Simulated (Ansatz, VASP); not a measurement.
One calculation of C, two programs

```
CELL_PARAMETERS angstrom
1.24664 -2.27722 0.00000
1.24664 2.27722 0.00000
0.00000 0.00000 7.89116
ATOMIC_POSITIONS crystal
C 0.08332 0.91668 0.74984
C 0.58332 0.41668 0.25016
C 0.91668 0.08332 0.25016
C 0.41668 0.58332 0.74984
```

Change from the starting cell: volume 11.201 Å^3 an atom, stretch along a over the lengths across it, relative to the relaxed cell 0.9480.

Alike in both runs: task single point; functional PBEsol; k mesh 21 × 21 × 6; occupations gaussian, width 0.15 eV; no spin polarisation.

|  | VASP | Ansatz |
| --- | --- | --- |
| version | VASP 6.6.1 | Ansatz 0.2.0 |
| potentials or method | VASP PAW PBE potentials, release 64 (C), cutoff 520 eV | scalar-relativistic, plane waves, PAW |
| valence electrons in the cell | 16 | 16 |

|  | VASP | Ansatz | Ansatz less VASP |
| --- | --- | --- | --- |
| gap on the k mesh at the Fermi level (eV) | 0.29 | 0.29 | -0.001 |
| least direct gap on the mesh (eV) | 0.29 | 0.29 | -0.001 |
| pressure (GPa) | -23.4 | -23.9 | -0.48 |
| traceless stress, the component that is largest in VASP (GPa) | -28.33 | -28.53 | -0.193 |
| rms of the force components (eV/Å) | 0.053 | 0.042 | -0.0107 |

VASP's potentials were made for PBE, not for PBEsol, and Ansatz warns of the same on its side. Atom by atom the forces differ by 0.011 eV/Å (rms over components). With one functional, cell and mesh, what is left measures potentials, basis and numerics.
